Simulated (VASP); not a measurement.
# SiC (P1) in VASP: a series of runs, part 3 of 3

VASP 6.6.1.

### 5 Single point, r2SCAN (atom 3 (C) moved by (-0.100, +0.000) A along [1 1 0] and z)

File POSCAR:

```
SiC
1.0
    3.0751950076      0.0000000000      0.0000000000
   -1.5375975038      2.6631969982      0.0000000000
    0.0000000000      0.0000000000      5.0481668526
Si C
2 2
Direct
    0.3333333333      0.6666666667      0.0046028828
    0.6666666667      0.3333333333      0.5046028828
    0.2970639238      0.6401156161      0.3803971172
    0.6666666667      0.3333333333      0.8803971172
```

File INCAR.step1:

```
PREC = Accurate
ENCUT = 520
ISMEAR = 0
SIGMA = 0.05
LREAL = False
LASPH = True
NELM = 100
NBANDS = 16
GGA = PE
ALGO = Normal
EDIFF = 1E-4
LWAVE = True
LCHARG = False
```

File INCAR.step2:

```
PREC = Accurate
ENCUT = 520
EDIFF = 1E-6
ISMEAR = 0
SIGMA = 0.05
LREAL = False
LASPH = True
NELM = 100
ALGO = Normal
ISIF = 2
LWAVE = False
LCHARG = False
METAGGA = R2SCAN
LMIXTAU = True
NBANDS = 16
ISTART = 1
```

File KPOINTS:

```
Automatic mesh
0
Gamma
  12 12 6
```

Potentials or basis: VASP PAW PBE potentials, release 64 (Si, C).

Run with:

```bash
cat potpaw_PBE.64/Si/POTCAR potpaw_PBE.64/C/POTCAR > POTCAR
cp INCAR.step1 INCAR
mpirun -np 1 vasp_std > vasp.out
cp INCAR.step2 INCAR
mpirun -np 1 vasp_std > vasp.out
```

OUTCAR:

```text
PREC = Accurate
   ENCUT = 520
   EDIFF = 1E-6
   ISMEAR = 0
   LREAL = False
   LASPH = True
   NELM = 100
   ISIF = 2
   METAGGA = R2SCAN
   ISTART = 1

 ion  position               nearest neighbor table
   1  0.333  0.667  0.005-   4 1.88   4 1.88   4 1.88   3 1.90   2 3.09   2 3.09   2 3.09   2 3.09
                             2 3.09   2 3.09
   2  0.667  0.333  0.505-   3 1.79   4 1.90   3 1.91   3 1.95   1 3.09   1 3.09   1 3.09   1 3.09
                             1 3.09   1 3.09
   3  0.297  0.640  0.380-   2 1.79   1 1.90   2 1.91   2 1.95
[... 653 lines left out ...]
 [... further k-points ...]
[... 5 lines left out ...]
  --------------------------------------------------------------------------------------
  -------------------------------------------------------------------------------------
  Total        0.8696107     -0.4600699      0.0145634      0.7516505     -0.3949727     -0.5447814
  in kB       33.6996802    -17.8289081      0.5643680     29.1284163    -15.3062237    -21.1116979
  external PRESSURE =       5.4783801 kB  Pullay stress =       0.0000000 kB

 VOLUME and BASIS-vectors are now :
 -----------------------------------------------------------------------------
  energy-cutoff  :      520.00
  volume of cell :       41.34
      direct lattice vectors                 reciprocal lattice vectors
     3.075195008  0.000000000  0.000000000     0.325182630  0.187744279  0.000000000
    -1.537597504  2.663196998  0.000000000     0.000000000  0.375488558  0.000000000
     0.000000000  0.000000000  5.048166853     0.000000000  0.000000000  0.198091709

 POSITION                                       TOTAL-FORCE (eV/Angst)
 -----------------------------------------------------------------------------------
     -0.00000      1.77546      0.02324        -0.173993     -0.170801      0.027226
      1.53760      0.88773      2.54732        -1.529333     -1.247680      0.196265
     -0.07071      1.70475      1.92031         1.713086      1.422989     -0.220408
      1.53760      0.88773      4.44439        -0.009759     -0.004508     -0.003083
 -----------------------------------------------------------------------------------
    total drift:                               -0.000030      0.000013     -0.000297

  FREE ENERGIE OF THE ION-ELECTRON SYSTEM (eV)
  ---------------------------------------------------
  free  energy   TOTEN  =       -38.5310260643 eV

  energy  without entropy=      -38.5310260643  energy(sigma->0) =      -38.53102606
```

OUTCAR.step1:

```text
PREC = Accurate
   ENCUT = 520
   ISMEAR = 0
   LREAL = False
   LASPH = True
[... 686 lines left out ...]
     -0.00000      1.77546      0.02324        -0.153542     -0.150413      0.030356
      1.53760      0.88773      2.54732        -1.516395     -1.236115      0.196400
     -0.07071      1.70475      1.92031         1.677132      1.388985     -0.221157
      1.53760      0.88773      4.44439        -0.007195     -0.002457     -0.005599
 -----------------------------------------------------------------------------------
    total drift:                               -0.001412     -0.001221      0.000300

  FREE ENERGIE OF THE ION-ELECTRON SYSTEM (eV)
  ---------------------------------------------------
  free  energy   TOTEN  =       -29.9984564003 eV

  energy  without entropy=      -29.9984564003  energy(sigma->0) =      -29.99845640
```

Wall time 11 min (1 thread of Oxide Virtual Turin-like, shared host); peak memory 0.31 GiB.

Results:

```
Free energy            : -38.5310 eV
Pressure               : 0.5 GPa
Largest force          : 2.238 eV/Å
Band gap on the k mesh : 2.51 eV (least direct gap 4.38 eV)
```

Forces on the atoms (eV/Å):
```
Si  -0.174 -0.171  0.027
Si  -1.529 -1.248  0.196
C    1.713  1.423 -0.220
C   -0.010 -0.005 -0.003
```

Caveat: the cell differs from its parent crystal (atom 3 (C) moved by (-0.100, +0.000) A along [1 1 0] and z); the stress differs along the axes, from -2 to 3 GPa; the PAW data sets were made with another functional, which shifts forces and pressure a little.

### 6 Single point, r2SCAN (atom 3 (C) moved by (-0.100, +0.200) A along [1 1 0] and z)

Changes to POSCAR since step 5:

```diff
@@ -10,3 +10,3 @@
     0.6666666667      0.3333333333      0.5046028828
-    0.2970639238      0.6401156161      0.3803971172
+    0.2970639238      0.6401156161      0.4200154590
     0.6666666667      0.3333333333      0.8803971172
```

File INCAR.step1:

```
ALGO = Normal
EDIFF = 1E-4
ENCUT = 520
GGA = PE
ISMEAR = 0
LASPH = True
LCHARG = False
LREAL = False
LWAVE = True
NBANDS = 16
NELM = 60
PREC = Accurate
SIGMA = 0.05
```

File INCAR.step2:

```
ALGO = Normal
EDIFF = 1E-7
ENCUT = 520
ISIF = 2
ISMEAR = 0
ISTART = 1
LASPH = True
LCHARG = False
LMIXTAU = True
LREAL = False
LWAVE = False
METAGGA = R2SCAN
NBANDS = 16
NELM = 60
PREC = Accurate
SIGMA = 0.05
```

File KPOINTS:

```
k-points
0
Gamma
  12 12 6
```

Potentials or basis: VASP PAW PBE potentials, release 64 (Si, C).

Run with:

```bash
cat potpaw_PBE.64/Si/POTCAR potpaw_PBE.64/C/POTCAR > POTCAR
cp INCAR.step1 INCAR
mpirun -np 1 vasp_std > vasp.out
cp INCAR.step2 INCAR
mpirun -np 1 vasp_std > vasp.out
```

Wall time 30 min (1 thread of Oxide Virtual Turin-like, shared host); peak memory 0.32 GiB.

It converged, with:

```yaml
Free_energy: -38.0789 eV
Pressure: 3.4 GPa
Largest_force: 4.973 eV/Å
Band_gap_on_the_k_mesh: 2.53 eV (least direct gap 4.55 eV)
```

Forces on the atoms (eV/Å):
```
Si  -0.185 -0.180  0.730
Si  -2.163 -1.758  1.836
C    2.373  1.958 -3.907
C   -0.026 -0.019  1.342
```

Stress tensor (GPa, compression positive):
```
10.14  4.85 -1.95
 4.85  1.40 -1.33
-1.95 -1.33 -1.42
```

Levels at points of the mesh, in eV from the valence-band top:
| k point | band 5 | band 6 | band 7 | band 8 | band 9 | band 10 | band 11 | band 12 |
| --- | --- | --- | --- | --- | --- | --- | --- | --- |
| (0.00, 0.00, 0.00) | -1.80 | -0.70 | -0.59 | 0.00 | 4.92 | 5.83 | 6.68 | 6.76 |
| (0.50, 0.00, 0.00) | -5.61 | -4.00 | -3.70 | -1.82 | 2.72 | 4.71 | 7.08 | 7.59 |
| (0.00, 0.50, 0.00) | -5.86 | -4.25 | -3.24 | -2.03 | 2.61 | 4.14 | 6.65 | 7.57 |
| (0.50, 0.50, 0.00) | -5.80 | -4.16 | -3.35 | -1.98 | 2.64 | 4.29 | 6.70 | 7.56 |
| (0.00, 0.00, 0.50) | -2.19 | -1.38 | -1.10 | -1.06 | 5.66 | 6.17 | 6.85 | 7.35 |
| (0.50, 0.00, 0.50) | -3.34 | -2.83 | -2.76 | -2.20 | 3.15 | 3.21 | 4.75 | 5.18 |
| (0.00, 0.50, 0.50) | -3.74 | -2.92 | -2.86 | -2.34 | 3.22 | 3.37 | 4.73 | 5.34 |
| (0.50, 0.50, 0.50) | -3.62 | -2.92 | -2.81 | -2.28 | 3.21 | 3.29 | 4.71 | 5.27 |

Caveat: the cell differs from its parent crystal (atom 3 (C) moved by (-0.100, +0.200) A along [1 1 0] and z); the stress differs along the axes, from -1 to 10 GPa; the PAW data sets were made with another functional, which shifts forces and pressure a little.

### 7 The runs side by side

| cell | gap on the mesh (eV) | pressure (GPa) | largest force (eV/Å) |
| --- | --- | --- | --- |
| as given, atomic positions A | 2.63 | 1.4 | 3.56 |
| as given, atomic positions B | 2.07 | 1.1 | 3.06 |
| as given, atomic positions C | 2.52 | 3.2 | 4.61 |
| as given, atomic positions D | 2.51 | 0.5 | 2.24 |
| as given, atomic positions E | 2.53 | 3.4 | 4.97 |

Alike in all rows: task single point; level r2SCAN; potentials or basis VASP PAW PBE potentials, release 64 (Si, C); no spin polarisation; k mesh 12 × 12 × 6; cutoff (eV) 520; smearing gaussian 0.05 eV.

Caveats: the PAW data sets were made with another functional, which shifts forces and pressure a little; the stress differs along the axes, from -1 to 10 GPa (at least some runs); the stress differs along the axes, from -2 to 7 GPa (at least some runs); the stress differs along the axes, from -3 to 5 GPa (at least some runs); the stress differs along the axes, from -2 to 3 GPa (at least some runs).

Absolute energies hang on the potentials; compare differences alone.
